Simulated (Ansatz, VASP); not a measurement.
## One calculation of Ti, two programs

```
CELL_PARAMETERS angstrom
0.24360 2.17738 2.17738
2.17738 0.24360 2.17738
2.17738 2.17738 0.24360
ATOMIC_POSITIONS crystal
Ti 0.00000 0.00000 0.00000
```

Alike in both runs: task single point; functional PBE; k mesh 18 × 18 × 18; occupations gaussian, width 0.1 eV; no spin polarisation.

|  | VASP | Ansatz |
| --- | --- | --- |
| version | VASP 6.6.1 | Ansatz 0.2.0 |
| potentials or method | VASP PAW PBE potentials, release 64 (Ti_sv), cutoff 520 eV | scalar-relativistic, plane waves, PAW |
| valence electrons in the cell | 12 | 12 |

```tsv
	VASP	Ansatz	Ansatz less VASP
gap on the k mesh at the Fermi level (eV)	none	none	-
pressure (GPa)	0.8	1.2	+0.40
traceless stress, the component that is largest in VASP (GPa)	-4.51	-4.55	-0.036
```

A gap of «none» marks a metal or a gap that the smearing closes.
